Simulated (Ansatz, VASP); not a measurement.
## Two plane-wave programs on Cd3Te2Se

INCAR

```
  ALGO = Normal
  EDIFF = 1E-6
  ENCUT = 520
  GGA = PE
  ISIF = 2
  ISMEAR = 0
  LASPH = True
  LCHARG = True
  LELF = True
  LREAL = False
  LVHAR = True
  LWAVE = False
  NBANDS = 66
  NELM = 60
  PREC = Accurate
  SIGMA = 0.2
```

KPOINTS

```
k-points
0
Gamma
  6 6 1
```

The input POSCAR:

```
Cd3Te2Se
1.0
    4.5800621907      0.0000000000      0.0000000000
   -2.2900310953      3.9664502081      0.0000000000
    0.0000000000      0.0000000000     22.4844433000
Cd Te Se
6 4 2
Direct
    0.3333333333      0.6666666667      0.0065410000
    0.3333333333      0.6666666667      0.3335660000
    0.3333333333      0.6666666667      0.6601650000
    0.6666666667      0.3333333333      0.1601650000
    0.6666666667      0.3333333333      0.5065410000
    0.6666666667      0.3333333333      0.8335660000
    0.3333333333      0.6666666667      0.4608050000
    0.3333333333      0.6666666667      0.7879000000
    0.6666666667      0.3333333333      0.2879000000
    0.6666666667      0.3333333333      0.9608050000
    0.3333333333      0.6666666667      0.1260230000
    0.6666666667      0.3333333333      0.6260230000
```

Input for Ansatz:

```yaml
crystal:
  lattice:
    - [4.5800621907, 0.0, 0.0]
    - [-2.2900310953, 3.9664502081, 0.0]
    - [0.0, 0.0, 22.4844433]
  atoms:
    - { symbol: Cd, position: [0.3333333333, 0.6666666667, 0.006541] }
    - { symbol: Cd, position: [0.3333333333, 0.6666666667, 0.333566] }
    - { symbol: Cd, position: [0.3333333333, 0.6666666667, 0.660165] }
    - { symbol: Cd, position: [0.6666666667, 0.3333333333, 0.160165] }
    - { symbol: Cd, position: [0.6666666667, 0.3333333333, 0.506541] }
    - { symbol: Cd, position: [0.6666666667, 0.3333333333, 0.833566] }
    - { symbol: Te, position: [0.3333333333, 0.6666666667, 0.460805] }
    - { symbol: Te, position: [0.3333333333, 0.6666666667, 0.7879] }
    - { symbol: Te, position: [0.6666666667, 0.3333333333, 0.2879] }
    - { symbol: Te, position: [0.6666666667, 0.3333333333, 0.960805] }
    - { symbol: Se, position: [0.3333333333, 0.6666666667, 0.126023] }
    - { symbol: Se, position: [0.6666666667, 0.3333333333, 0.626023] }
basis:
  ecutwfc: 420
kpoints:
  mp_grid: { grid: [6, 6, 1] }
hamiltonian:
  xc: pbe
scf:
  occupations: { method: gaussian, width: 0.2 }
  lower_state_search: "off"
output:
  forces: true
  stress: true
  eigenvalues: true
```

Alike in both runs: task single point; functional PBE; k mesh 6 × 6 × 1; occupations gaussian, width 0.2 eV; no spin polarisation.

|  | VASP | Ansatz |
| --- | --- | --- |
| version | VASP 6.6.1 | Ansatz 0.2.0 |
| potentials or method | VASP PAW PBE potentials, release 64 (Cd, Te, Se), cutoff 520 eV | scalar-relativistic, plane waves, PAW |
| valence electrons in the cell | 108 | 216 |

VASP gave:

```
gap on the k mesh at the Fermi level (eV) : 0.27
least direct gap on the mesh (eV)         : 0.27
pressure (GPa)                            : 0.2
```

Q: Which values does Ansatz return?

A: gap on the k mesh at the Fermi level (eV): 0.27; least direct gap on the mesh (eV): 0.27; pressure (GPa): 0.0.

With one functional, cell and mesh, what is left measures potentials, basis and numerics. VASP's potentials hold 108 valence electrons a cell and Ansatz's 216, so a difference there can come from the potentials and not from the codes.

Neither program's run includes spin-orbit coupling.
